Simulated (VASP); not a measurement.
Set up this calculation in VASP 6.6.1, as the native input.

- Task: single point
- Functional: PBEsol
- Potentials or basis: VASP PAW PBE potentials, release 64 (Ni, O)
- Cutoff: 520 eV
- k mesh: 12 × 12 × 8
- Occupations: gaussian, width 0.05 eV
- Spin: collinear spin
- Starting moments: [-0.09, -0.09, 0.0, 0.0] μB
- Dipole correction: no
- Further INCAR settings: ALGO = Normal; EDIFF = 1e-06; NBANDS = 28

The structure of NiO lies in POSCAR:

```
NiO
1.0
    2.8434136221      0.0000000000      0.0000000000
   -1.4217068110      2.4624684302      0.0000000000
    0.0000000000      0.0000000000      5.0191370297
Ni O
2 2
Direct
    0.0000000000      0.0000000000      0.0000000000
    0.0000000000      0.0000000000      0.5000000000
    0.3333333333      0.6666666667      0.2500000000
    0.6666666667      0.3333333333      0.7500000000
```

These files were run (other wordings do the same):

INCAR

```
PREC = Accurate
ENCUT = 520
EDIFF = 1E-6
ISMEAR = 0
SIGMA = 0.05
LREAL = False
LASPH = True
NELM = 150
ALGO = Normal
ISIF = 2
LWAVE = False
LCHARG = True
ISPIN = 2
MAGMOM = -0.09 -0.09 0 0
LORBIT = 11
LMAXMIX = 4
GGA = PS
LELF = True
LVHAR = True
NBANDS = 28
```

KPOINTS

```
regular mesh
0
Gamma
  12 12 8
```

Potentials or basis: VASP PAW PBE potentials, release 64 (Ni, O).

Launch:

```console
$ cat potpaw_PBE.64/Ni/POTCAR potpaw_PBE.64/O/POTCAR > POTCAR
$ mpirun -np 1 vasp_std > vasp.out
```

Results of the run:

* Pressure: -4.1 GPa
* Net moment: -0.17 μB per cell
* Site moments: Ni -0.07; O -0.01 μB
* Valence electrons inside the program's atomic spheres: Ni 9.18; O 4.91

Caveat: the cell stands under tension; the PAW data sets were made with another functional, which shifts forces and pressure a little.

It took 73 s on 1 thread of Intel(R) Xeon(R) 6975P-C (Granite Rapids) (shared host), peak memory 0.26 GiB.
